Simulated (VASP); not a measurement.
## Ru: single point with PBE

Crystal: Ru.

```
Ru
1.0
     2.72003    0.00000    0.00000
    -1.36001    2.35561    0.00000
     0.00000    0.00000    4.29677
Ru
2
Direct
  0.33333 0.66667 0.25000
  0.66667 0.33333 0.75000
```

```
Program                : VASP 6.6.1
Task                   : single point
Functional             : PBE
Potentials or basis    : VASP PAW PBE potentials, release 64 (Ru_pv)
Cutoff                 : 520 eV
k mesh                 : 18 × 18 × 10
Occupations            : gaussian, width 0.1 eV
Spin                   : no spin polarisation
Dipole correction      : no
Further INCAR settings : ALGO = Normal; EDIFF = 1e-07; NBANDS = 21
```

```json
{
 "Pressure": "-0.1 GPa",
 "Band gap on the k mesh": "zero (band 14 reaches 14.05 eV, above the bottom of band 15 at 10.98 eV)"
}
```

Levels at points of the mesh, in eV from the Fermi level:
```csv
k point,band 12,band 13,band 14,band 15,band 16,band 17
"(0.00, 0.00, 0.00)",-1.86,-1.86,-1.37,-1.37,1.16,1.16
"(0.50, 0.00, 0.00)",-1.77,-1.48,1.39,1.80,1.88,3.99
"(0.00, 0.00, 0.50)",-2.70,-2.65,-2.65,0.54,0.54,0.54
"(0.50, 0.00, 0.50)",-1.03,0.45,0.45,1.64,1.64,3.35
```

Wall time 66 s on 1 thread of Intel(R) Xeon(R) Platinum 8259CL CPU @ 2.50GHz (Skylake/Cascade Lake), with other jobs on the host, peak memory 0.21 GiB.
